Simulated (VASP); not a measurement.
Set up this calculation in VASP 6.6.1, as the native input.

```yaml
Task: relaxation of the atoms
Functional: PBE
Potentials_or_basis: VASP PAW PBE potentials, release 64 (Al, Ga_d, N)
Cutoff: 520 eV
k_mesh: 1 × 1 × 1, shifted
Occupations: gaussian, width 0.01 eV
Spin: no spin polarisation
Dipole_correction: no
Further_INCAR_settings: LREAL = Auto; ALGO = Normal; EDIFF = 1e-06; IBRION = 2; EDIFFG = -0.03; NSW = 100
```

The structure of Al15GaN16 (a cell with a defect) lies in POSCAR:

```
Al15GaN16
1.0
    6.2595139100      0.0000000600      0.0000000000
   -3.1297570100      5.4208980300      0.0000000000
    0.0000000000      0.0000000000     10.0348065900
Al Ga N
15 1 16
Direct
    0.3333333300      0.1666666700      0.2496176900
    0.3333333300      0.1666666700      0.7496176900
    0.1666666700      0.3333333300      0.9996176900
    0.3333333300      0.6666666700      0.2496176900
    0.1666666700      0.8333333300      0.4996176900
    0.3333333300      0.6666666700      0.7496176900
    0.1666666700      0.8333333300      0.9996176900
    0.8333333300      0.1666666700      0.2496176900
    0.6666666700      0.3333333300      0.4996176900
    0.8333333300      0.1666666700      0.7496176900
    0.6666666700      0.3333333300      0.9996176900
    0.8333333300      0.6666666700      0.2496176900
    0.6666666700      0.8333333300      0.4996176900
    0.8333333300      0.6666666700      0.7496176900
    0.6666666700      0.8333333300      0.9996176900
    0.1666666700      0.3333333300      0.4996176900
    0.3333333300      0.1666666700      0.4403823100
    0.1666666700      0.3333333300      0.1903823100
    0.3333333300      0.1666666700      0.9403823100
    0.1666666700      0.3333333300      0.6903823100
    0.3333333300      0.6666666700      0.4403823100
    0.1666666700      0.8333333300      0.1903823100
    0.3333333300      0.6666666700      0.9403823100
    0.1666666700      0.8333333300      0.6903823100
    0.8333333300      0.1666666700      0.4403823100
    0.6666666700      0.3333333300      0.1903823100
    0.8333333300      0.1666666700      0.9403823100
    0.6666666700      0.3333333300      0.6903823100
    0.8333333300      0.6666666700      0.4403823100
    0.6666666700      0.8333333300      0.1903823100
    0.8333333300      0.6666666700      0.9403823100
    0.6666666700      0.8333333300      0.6903823100
```

One way to write it, as run:

INCAR

```
ALGO = Normal ; EDIFF = 1E-6
EDIFFG = -0.03 ; ENCUT = 520
GGA = PE ; IBRION = 2
ISIF = 2 ; ISMEAR = 0
LASPH = T ; LCHARG = F
LREAL = Auto ; LWAVE = F
NELM = 100 ; NSW = 100
PREC = Accurate ; SIGMA = 0.01
```

KPOINTS

```
Automatic mesh
0
Gamma
  1 1 1
  0.25 0.25 0.25
```

Potentials or basis: VASP PAW PBE potentials, release 64 (Al, Ga_d, N).

The run is started by

```bash
$ cat potpaw_PBE.64/Al/POTCAR potpaw_PBE.64/Ga_d/POTCAR potpaw_PBE.64/N/POTCAR > POTCAR
$ mpirun -np 1 vasp_std > vasp.out
```

It gave:

```json
{"Energy gained by relaxing": "3.6 meV/atom", "Ionic steps": "8", "Pressure after relaxing": "0.6 GPa", "Largest force after relaxing": "0.022 eV/Å", "Band gap on the k mesh": "5.76 eV"}
```

Caveat: the k points lie up to 1.16 Å⁻¹ apart.

It used 400 s of CPU time on 1 thread of Intel(R) Xeon(R) Platinum 8488C (Sapphire Rapids), with other jobs on the host.
